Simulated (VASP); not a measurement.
Here is a VASP 6.6.1 calculation.

File INCAR:

```
ALGO = Normal
DIPOL = 0.5 0.5 0.500
EDIFF = 1E-6
ENCUT = 520
GGA = PS
IDIPOL = 3
ISIF = 2
ISMEAR = 0
LASPH = T
LCHARG = T
LDIPOL = T
LELF = T
LREAL = F
LVACPOTAV = T
LVHAR = T
LWAVE = F
NBANDS = 36
NELM = 100
PREC = Accurate
SIGMA = 0.05
```

Contents of KPOINTS:

```
k-points
0
Gamma
  9 9 1
```

POSCAR

```
AlN
1.0
    3.1136926466      0.0000000000      0.0000000000
   -1.5568463233      2.6965369316      0.0000000000
    0.0000000000      0.0000000000     28.0466650089
N Al
6 6
Direct
    0.3333333333      0.6666666667      0.2674114729
    0.6666666667      0.3333333333      0.3562529901
    0.3333333333      0.6666666667      0.4450945074
    0.6666666667      0.3333333333      0.5339360246
    0.3333333333      0.6666666667      0.6227775418
    0.6666666667      0.3333333333      0.7116190591
    0.6666666667      0.3333333333      0.2883809409
    0.3333333333      0.6666666667      0.3772224582
    0.6666666667      0.3333333333      0.4660639754
    0.3333333333      0.6666666667      0.5549054926
    0.6666666667      0.3333333333      0.6437470099
    0.3333333333      0.6666666667      0.7325885271
```

Potentials or basis: VASP PAW PBE potentials, release 64 (N, Al).

Command:

```bash
$ cat potpaw_PBE.64/N/POTCAR potpaw_PBE.64/Al/POTCAR > POTCAR
$ mpirun -np 1 vasp_std > vasp.out
```

What does it give for the band gap on the k mesh?

Zero (band 24 reaches 1.47 eV, above the bottom of band 25 at 1.17 eV).

What does it give for the largest force?

2.022 eV/Å.

Forces on the atoms (eV/Å):
```
N    0.000  0.000  1.760
N    0.000  0.000  0.834
N    0.000  0.000  0.683
N    0.000  0.000  0.672
N    0.000  0.000  0.643
N    0.000  0.000  0.353
Al   0.000  0.000 -2.022
Al   0.000  0.000 -0.784
Al   0.000  0.000 -0.688
Al   0.000  0.000 -0.676
Al   0.000  0.000 -0.831
Al   0.000  0.000  0.055
```

Caveat: the PAW data sets were made with another functional, which shifts forces and pressure a little.
